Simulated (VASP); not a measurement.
Here is a VASP 6.6.1 calculation.

INCAR

```
SYSTEM = Ru
PREC = Accurate
ENCUT = 520
EDIFF = 1E-7
ISMEAR = -1
SIGMA = 0.05
LREAL = .False.
LASPH = .True.
NELM = 80
ALGO = Normal
ISIF = 2
LWAVE = .False.
LCHARG = .False.
GGA = RE
IVDW = 12
NBANDS = 21
```

The input KPOINTS:

```
regular mesh
0
Gamma
  11 11 6
  0 0 0
```

The input POSCAR:

```
Ru
1.0
    2.6857445800      0.0000000000      0.0000000000
   -1.3428722900      2.3259230343      0.0000000000
    0.0000000000      0.0000000000      4.2544587890
Ru
2
Direct
    0.6666666667      0.3333333333      0.7500000000
    0.3333333333      0.6666666667      0.2500000000
```

Potentials or basis: VASP PAW PBE potentials, release 64 (Ru_pv).

The run is started by

```console
$ cat potpaw_PBE.64/Ru_pv/POTCAR > POTCAR
$ mpirun -np 1 vasp_std > vasp.out
```

(1) Predict the dispersion energy per atom.

(2) What does it give for the pressure?

Results:

(1) -1.208 eV.

(2) 0.0 GPa.

Caveat: the PAW data sets were made with another functional, which shifts forces and pressure a little.
